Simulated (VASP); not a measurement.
# Au (P6_3/mmc) in VASP: a series of runs, part 2 of 2

VASP 6.6.1. The steps go on from the part before.

## Step 5: Vibrations by perturbation theory, PBEsol

This run uses another cell than the first one, of 16.42 Å³/atom.

Input file INCAR:

```
SYSTEM = Au
PREC = Accurate
ENCUT = 500
EDIFF = 1E-8
ISMEAR = -1
SIGMA = 0.15
LREAL = .False.
LASPH = .True.
NELM = 120
ALGO = Normal
ISIF = 2
LWAVE = .False.
LCHARG = .True.
GGA = PS
NBANDS = 18
IBRION = 8
NSW = 1
GGA_COMPAT = .False.
```

Input file KPOINTS:

```
regular mesh
0
Gamma
  18 18 10
  0 0 0
```

Input file POSCAR:

```
Au
1.0
    2.8309435956      0.0000000000      0.0000000000
   -1.4154717978      2.4516690705      0.0000000000
    0.0000000000      0.0000000000      4.7328166675
Au
2
Direct
    0.3333333333      0.6666666667      0.7500000000
    0.6666666667      0.3333333333      0.2500000000
```

Potentials or basis: VASP PAW PBE potentials, release 64 (Au).

Started as:

```
$ cat potpaw_PBE.64/Au/POTCAR > POTCAR
$ mpirun -np 1 vasp_std > vasp.out
```

OUTCAR:

```text
SYSTEM = Au
   PREC = Accurate
   ENCUT = 500
   EDIFF = 1E-8
   ISMEAR = -1
   LREAL = .False.
   LASPH = .True.
   NELM = 120
   ISIF = 2
   GGA = PS
   IBRION = 8
   NSW = 1

 ion  position               nearest neighbor table
   1  0.333  0.667  0.750-   2 2.88   2 2.88   2 2.88   2 2.88   2 2.88   2 2.88
   2  0.667  0.333  0.250-   1 2.88   1 2.88   1 2.88   1 2.88   1 2.88   1 2.88

  LATTYP: Found a hexagonal cell.
 ALAT       =     2.8309435956
 C/A-ratio  =     1.6718159538

  Lattice vectors:

 A1 = (   2.8309435956,   0.0000000000,   0.0000000000)
 A2 = (  -1.4154717978,   2.4516690705,   0.0000000000)
 A3 = (   0.0000000000,   0.0000000000,   4.7328166675)

Analysis of symmetry for initial positions (statically):
=====================================================================
 Subroutine PRICEL returns:
 Original cell was already a primitive cell.

 Routine SETGRP: Setting up the symmetry group for a
 hexagonal supercell.

 Subroutine GETGRP returns: Found 24 space group operations
 (whereof 12 operations were pure point group operations)
 out of a pool of 24 trial point group operations.

The static configuration has the point symmetry D_3d.
 The point group associated with its full space group is D_6h.

Analysis of symmetry for dynamics (positions and initial velocities):
=====================================================================
 Subroutine PRICEL returns:
 Original cell was already a primitive cell.

 Routine SETGRP: Setting up the symmetry group for a
 hexagonal supercell.

 Subroutine GETGRP returns: Found 24 space group operations
 (whereof 12 operations were pure point group operations)
 out of a pool of 24 trial point group operations.

The dynamic configuration has the point symmetry D_3d.
 The point group associated with its full space group is D_6h.

 Subroutine INISYM returns: Found 24 space group operations
 (whereof 12 operations are pure point group operations),
 and found     1 'primitive' translations

----------------------------------------------------------------------------------------

                                     Primitive cell

  volume of cell :      32.8483

  direct lattice vectors                    reciprocal lattice vectors
     2.830943596  0.000000000  0.000000000     0.353239111  0.203942696  0.000000000
    -1.415471798  2.451669070  0.000000000     0.000000000  0.407885392  0.000000000
     0.000000000  0.000000000  4.732816667     0.000000000  0.000000000  0.211290669

  length of vectors
     2.830943596  2.830943596  4.732816667     0.407885392  0.407885392  0.211290669

  position of ions in fractional coordinates (direct lattice)
     0.333333333  0.666666667  0.750000000
     0.666666667  0.333333333  0.250000000

[... 136 lines left out ...]
      2       2.1451      2.00000
      3       4.8541      2.00000
      4       5.1277      2.00000
      5       5.1277      2.00000
      6       5.4708      2.00000
[... 481 lines left out ...]
      5       5.3464      2.00000
      6       5.4115      2.00000
[... 10 lines left out ...]
     17      22.3049      0.00000
     18      24.6503      0.00000

 [... further k-points ...]
[... 5 lines left out ...]
  --------------------------------------------------------------------------------------
  -------------------------------------------------------------------------------------
  Total        1.3754076      1.3754076      1.3663162      0.0000000      0.0000000      0.0000000
  in kB       67.0855906     67.0855906     66.6421571      0.0000000      0.0000000      0.0000000
  external PRESSURE =      66.9377795 kB  Pullay stress =       0.0000000 kB

 VOLUME and BASIS-vectors are now :
 -----------------------------------------------------------------------------
  energy-cutoff  :      500.00
  volume of cell :       32.85
      direct lattice vectors                 reciprocal lattice vectors
     2.830943596  0.000000000  0.000000000     0.353239111  0.203942696  0.000000000
    -1.415471798  2.451669070  0.000000000     0.000000000  0.407885392  0.000000000
     0.000000000  0.000000000  4.732816667     0.000000000  0.000000000  0.211290669

 POSITION                                       TOTAL-FORCE (eV/Angst)
 -----------------------------------------------------------------------------------
     -0.00000      1.63445      3.54961        -0.000000      0.000000      0.000000
      1.41547      0.81722      1.18320         0.000000      0.000000      0.000000
 -----------------------------------------------------------------------------------
    total drift:                               -0.000000      0.000000     -0.000000

  FREE ENERGIE OF THE ION-ELECTRON SYSTEM (eV)
  ---------------------------------------------------
  free  energy   TOTEN  =        -7.8303398447 eV

  energy  without entropy=       -7.7840206478  energy(sigma->0) =       -7.80718025

[... ionic steps 2 to 3 ...]

--------------------------------------- Ionic step        4  -------------------------------------------

------------------------ aborting loop because EDIFF is reached ----------------------------------------

[... ionic steps 5 to 5 ...]

--------------------------------------- Ionic step        6  -------------------------------------------

 Free energy of the ion-electron system (eV)
  ---------------------------------------------------
  ---------------------------------------------------
  free energy    TOTEN  =        -0.31379968 eV

  energy without entropy =       -0.31379968

------------------------ aborting loop because EDIFF is reached ----------------------------------------

 INTERNAL STRAIN TENSOR  FOR ION    1  DIRECTION 3   (eV/Angst):
 -----------------------------------------------------------------------------
     0.01360 -0.00000  0.00000
     0.00000  0.01360  0.00000
     0.00000  0.00000 -0.01768

 INTERNAL STRAIN TENSOR FOR ION    2 for displacements in x,y,z  (eV/Angst):
          X           Y           Z          XY          YZ          ZX
  --------------------------------------------------------------------------------
  x     0.00000    -0.00000     0.00000     0.84700     0.00000     0.00000
  y     0.84700    -0.84700     0.00000    -0.00000     0.00000     0.00000
  z     0.00000     0.00000    -0.00000    -0.00000    -0.00000     0.00000

 SECOND DERIVATIVES (NOT SYMMETRIZED)
 ------------------------------------
               1X          1Y          1Z          2X          2Y          2Z
  1X    -0.761758    0.000000    0.000000    0.761758    0.000000    0.000000
  1Y     0.000000   -0.761758    0.000000    0.000000    0.761758    0.000000
  1Z     0.000000    0.000000   -9.595677    0.000000   -0.000000    9.595677
  2X     0.761758    0.000000    0.000000   -0.761758    0.000000    0.000000
  2Y     0.000000    0.761758    0.000000    0.000000   -0.761758    0.000000
  2Z     0.000000   -0.000000    9.595677    0.000000    0.000000   -9.595677

 Eigenvectors and eigenvalues of the dynamical matrix
 ----------------------------------------------------

   1 f  =    4.879866 THz    30.661102 2PiTHz  162.774809 cm-1    20.181495 meV
             X         Y         Z           dx          dy          dz
     -0.000000  1.634446  3.549613     0.000000    0.000000   -0.707107
      1.415472  0.817223  1.183204     0.000000    0.000000    0.707107
[... 11 lines left out ...]
   4 f  =    0.000000 THz     0.000000 2PiTHz    0.000001 cm-1     0.000000 meV
             X         Y         Z           dx          dy          dz
     -0.000000  1.634446  3.549613    -0.027998    0.573007   -0.413375
      1.415472  0.817223  1.183204    -0.027998    0.573007   -0.413375

   5 f/i=    0.000000 THz     0.000000 2PiTHz    0.000000 cm-1     0.000000 meV
             X         Y         Z           dx          dy          dz
     -0.000000  1.634446  3.549613    -0.706524   -0.019014    0.021496
      1.415472  0.817223  1.183204    -0.706524   -0.019014    0.021496

   6 f/i=    0.000000 THz     0.000000 2PiTHz    0.000002 cm-1     0.000000 meV
             X         Y         Z           dx          dy          dz
     -0.000000  1.634446  3.549613     0.006304    0.413886    0.573288
      1.415472  0.817223  1.183204     0.006304    0.413886    0.573288

--------------------------------------------------------------------------------------------------------

 ELASTIC MODULI CONTR FROM IONIC RELAXATION (kBar)
 Direction    XX          YY          ZZ          XY          YZ          ZX
 --------------------------------------------------------------------------------
 XX         -45.9350     45.9350     -0.0000      0.0000      0.0000      0.0000
 YY          45.9350    -45.9350      0.0000      0.0000     -0.0000      0.0000
 ZZ          -0.0000      0.0000     -0.0000      0.0000     -0.0000      0.0000
 XY           0.0000      0.0000      0.0000    -45.9350     -0.0000      0.0000
 YZ           0.0000     -0.0000     -0.0000     -0.0000     -0.0000      0.0000
 ZX           0.0000      0.0000      0.0000      0.0000      0.0000      0.0000
 --------------------------------------------------------------------------------
```

stdout:

```text
POSCAR found type information on POSCAR Au
 POSCAR found :  1 types and       2 ions
 scaLAPACK will be used
 -----------------------------------------------------------------------------
|                                                                             |
|                                                                             |
|     You enforced a specific xc type in the INCAR file but a different       |
|     I HOPE YOU KNOW WHAT YOU ARE DOING!                                     |
|                                                                             |
 -----------------------------------------------------------------------------

 LDA part: xc-table for (Slater+PW92), standard interpolation
 POSCAR, INCAR and KPOINTS ok, starting setup
 FFT: planning ... GRIDC
 FFT: planning ... GRID_SOFT
 FFT: planning ... GRID
 WAVECAR not read
 entering main loop
 Linear response reoptimize wavefunctions to high precision
 Linear response DOF=           2
 Linear response progress:
 first order change of Fermi-energy  -0.87227E-05
 force on displaced ion       1 direction 1 :  -0.762   0.001   0.000
 Linear response progress:
 first order change of Fermi-energy   0.12495E-03
 force on displaced ion       1 direction 3 :  -0.000  -0.000  -9.596
 Linear response finished
```

It took 12 min on 1 thread of Intel Xeon Platinum 8259CL at 2.50GHz (Skylake/Cascade Lake), shared host; peak memory 1 GiB.

Results:

```
Highest phonon frequency at Γ : 163 cm⁻¹
```

Phonon frequencies in cm⁻¹ (negative: imaginary):
```csv
q point,frequencies
"(0.000, 0.000, 0.000)",0 0 0 46 46 163
```

Caveat: the cell stands under pressure or tension, which shifts response properties; the PAW data sets were made with another functional, which shifts forces and pressure a little; spin-orbit coupling is left out, which moves the levels of the heavy elements.

## Step 6: Vibrations by perturbation theory, PBEsol (16.70 Å³/atom)

This run uses another cell than the first one, of 16.70 Å³/atom.

Input file INCAR:

```
SYSTEM = Au
PREC     = Accurate       ! precision mode
ENCUT    = 500            ! plane-wave cutoff, eV
EDIFF    = 1E-8           ! SCF threshold, eV
ISMEAR   = -1             ! smearing method
SIGMA    = 0.15           ! smearing width, eV
LREAL    = .FALSE.        ! projectors in reciprocal space
LASPH    = .TRUE.         ! aspherical terms in the spheres
NELM     = 120            ! most SCF steps
ALGO     = Normal         ! electronic algorithm
ISIF     = 2              ! what is computed and relaxed
LWAVE    = .FALSE.        ! write WAVECAR
LCHARG   = .FALSE.        ! write CHGCAR
GGA      = PS             ! functional
NBANDS   = 18             ! bands
IBRION   = 8              ! ionic algorithm
NSW      = 1              ! ionic steps
GGA_COMPAT= .FALSE.
```

Input file KPOINTS:

```
Automatic mesh
0
G
  18 18 10
  0 0 0
```

Input file POSCAR:

```
Au
1.0
    2.8456138871      0.0000000000      0.0000000000
   -1.4228069436      2.4643739156      0.0000000000
    0.0000000000      0.0000000000      4.7617520804
Au
2
Direct
    0.3333333333      0.6666666667      0.7500000000
    0.6666666667      0.3333333333      0.2500000000
```

Potentials or basis: VASP PAW PBE potentials, release 64 (Au).

Started as:

```
$ cat potpaw_PBE.64/Au/POTCAR > POTCAR
$ mpirun -np 1 vasp_std > vasp.out
```

OUTCAR:

```text
SYSTEM = Au
   PREC = Accurate
   ENCUT = 500
   EDIFF = 1E-8
   ISMEAR = -1
   LREAL = .FALSE.
   LASPH = .TRUE.
   NELM = 120
   ISIF = 2
   GGA = PS
   IBRION = 8
   NSW = 1

 ion  position               nearest neighbor table
   1  0.333  0.667  0.750-   2 2.89   2 2.89   2 2.89   2 2.89   2 2.89   2 2.89
   2  0.667  0.333  0.250-   1 2.89   1 2.89   1 2.89   1 2.89   1 2.89   1 2.89

  LATTYP: Found a hexagonal cell.
 ALAT       =     2.8456138871
 C/A-ratio  =     1.6733654914

  Lattice vectors:

 A1 = (   2.8456138871,   0.0000000000,   0.0000000000)
 A2 = (  -1.4228069436,   2.4643739156,   0.0000000000)
 A3 = (   0.0000000000,   0.0000000000,   4.7617520804)

Analysis of symmetry for initial positions (statically):
=====================================================================
 Subroutine PRICEL returns:
[... 741 lines left out ...]
     0.01283 -0.00000 -0.00000
    -0.00000  0.01283  0.00000
     0.00000  0.00000 -0.01613

 INTERNAL STRAIN TENSOR FOR ION    2 for displacements in x,y,z  (eV/Angst):
          X           Y           Z          XY          YZ          ZX
  --------------------------------------------------------------------------------
  x    -0.00000     0.00000     0.00000     0.70051     0.00000     0.00000
  y     0.70051    -0.70051     0.00000     0.00000     0.00000     0.00000
  z    -0.00000    -0.00000     0.00000    -0.00000     0.00000    -0.00000

 SECOND DERIVATIVES (NOT SYMMETRIZED)
 ------------------------------------
               1X          1Y          1Z          2X          2Y          2Z
  1X    -0.672279    0.000000    0.000000    0.672279   -0.000000    0.000000
  1Y     0.000000   -0.672279    0.000000   -0.000000    0.672279    0.000000
  1Z     0.000000    0.000000   -8.706498   -0.000000    0.000000    8.706498
  2X     0.672279   -0.000000    0.000000   -0.672279    0.000000    0.000000
  2Y    -0.000000    0.672279    0.000000    0.000000   -0.672279    0.000000
  2Z    -0.000000    0.000000    8.706498    0.000000    0.000000   -8.706498

 Eigenvectors and eigenvalues of the dynamical matrix
 ----------------------------------------------------

   1 f  =    4.648275 THz    29.205974 2PiTHz  155.049771 cm-1    19.223713 meV
             X         Y         Z           dx          dy          dz
     -0.000000  1.642916  3.571314    -0.000000    0.000000    0.707107
      1.422807  0.821458  1.190438     0.000000   -0.000000   -0.707107
[... 16 lines left out ...]
   5 f  =    0.000000 THz     0.000000 2PiTHz    0.000000 cm-1     0.000000 meV
             X         Y         Z           dx          dy          dz
     -0.000000  1.642916  3.571314     0.706542   -0.010623   -0.026184
      1.422807  0.821458  1.190438     0.706542   -0.010623   -0.026184

   6 f/i=    0.000000 THz     0.000000 2PiTHz    0.000001 cm-1     0.000000 meV
             X         Y         Z           dx          dy          dz
     -0.000000  1.642916  3.571314     0.015316    0.694606    0.131482
      1.422807  0.821458  1.190438     0.015316    0.694606    0.131482

--------------------------------------------------------------------------------------------------------

 ELASTIC MODULI CONTR FROM IONIC RELAXATION (kBar)
 Direction    XX          YY          ZZ          XY          YZ          ZX
 --------------------------------------------------------------------------------
 XX         -35.0216     35.0216      0.0000      0.0000      0.0000     -0.0000
 YY          35.0216    -35.0216     -0.0000      0.0000     -0.0000      0.0000
 ZZ           0.0000     -0.0000     -0.0000     -0.0000      0.0000     -0.0000
 XY           0.0000      0.0000     -0.0000    -35.0216      0.0000     -0.0000
 YZ           0.0000     -0.0000      0.0000      0.0000     -0.0000      0.0000
 ZX          -0.0000      0.0000     -0.0000     -0.0000      0.0000     -0.0000
 --------------------------------------------------------------------------------
```

Wall time 13 min (1 thread of Intel Xeon Platinum 8259CL at 2.50GHz (Skylake/Cascade Lake), shared host); peak memory 1 GiB.

What came out:

- Highest phonon frequency at Γ: 155 cm⁻¹

Phonon frequencies in cm⁻¹ (negative: imaginary):
| q point | frequencies |
| --- | --- |
| (0.000, 0.000, 0.000) | 0 0 0 43 43 155 |

Caveat: the cell stands under pressure or tension, which shifts response properties; the PAW data sets were made with another functional, which shifts forces and pressure a little; spin-orbit coupling is left out, which moves the levels of the heavy elements.
